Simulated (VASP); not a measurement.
Here is a VASP 6.6.1 calculation.

The input INCAR:

```
ALGO = Normal
EDIFF = 1E-7
ENCUT = 520
GGA = PS
ISIF = 2
ISMEAR = -1
ISPIN = 2
LASPH = T
LCHARG = F
LMAXMIX = 4
LORBIT = 11
LREAL = F
LWAVE = F
MAGMOM = 0 0 3
NBANDS = 28
NELM = 150
NUPDOWN = 3.0
PREC = Accurate
SIGMA = 0.05
```

Contents of KPOINTS:

```
k-points
0
Gamma
  9 9 4
```

Contents of POSCAR:

```
MnPt2
1.0
    2.8584044518      0.0000000000      0.0000000000
   -1.4292022259      2.4754508696      0.0000000000
    0.0000000000      0.0000000000      6.5325040000
Pt Mn
2 1
Direct
    0.6666666667      0.3333333333      0.3162060000
    0.3333333333      0.6666666667      0.6837940000
    0.0000000000      0.0000000000      0.0000000000
```

Potentials or basis: VASP PAW PBE potentials, release 64 (Pt, Mn_pv).

Command:

```console
$ cat potpaw_PBE.64/Pt/POTCAR potpaw_PBE.64/Mn_pv/POTCAR > POTCAR
$ mpirun -np 1 vasp_std > vasp.out
```

Question: Predict the largest force.

Answer: 0.033 eV/Å.

Question: Predict the pressure.

Answer: -15.2 GPa.

Forces in eV/Å, atoms in the order of the input:
```
Pt   0.000  0.000 -0.033
Pt   0.000  0.000  0.033
Mn   0.000  0.000  0.000
```

Caveat: the cell stands under tension; the PAW data sets were made with another functional, which shifts forces and pressure a little; the total moment is fixed, so each spin has its own Fermi level and the state may be an excited one.
